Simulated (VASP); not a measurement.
Crystal: AlN.

```xyz
4
Lattice="3.3557 0.0000 0.0000 -1.6779 2.9061 0.0000 0.0000 0.0000 4.2427" Properties=species:S:1:pos:R:3 pbc="T T T"
Al    1.6779    0.9687    1.0607
Al    0.0000    1.9374    3.1820
N     1.6779    0.9687    3.1820
N     0.0000    1.9374    1.0607
```

This cell differs from its parent crystal: volume scaled by 1.04.

Base run:

* Program: VASP 6.6.1
* Functional: LDA
* Potentials or basis: VASP PAW LDA potentials, release 64 (Al, N)
* Cutoff: 520 eV
* k mesh: 9 × 9 × 7
* Occupations: fermi-dirac, width 0.05 eV
* Spin: no spin polarisation

Its results: band gap on the k mesh 2.99 eV, direct; pressure -15.3 GPa.

Problem. The run is repeated on the same cell with these changes: functional from LDA to r2SCAN; potentials or basis from VASP PAW LDA potentials, release 64 (Al, N) to VASP PAW PBE potentials, release 64 (Al, N). What comes out?

Solution. Band gap on the k mesh 3.55 eV, direct; pressure -13.1 GPa.

Caveats: the PAW data sets were made with another functional, which shifts forces and pressure a little (some runs).

A k mesh can miss the band edges.
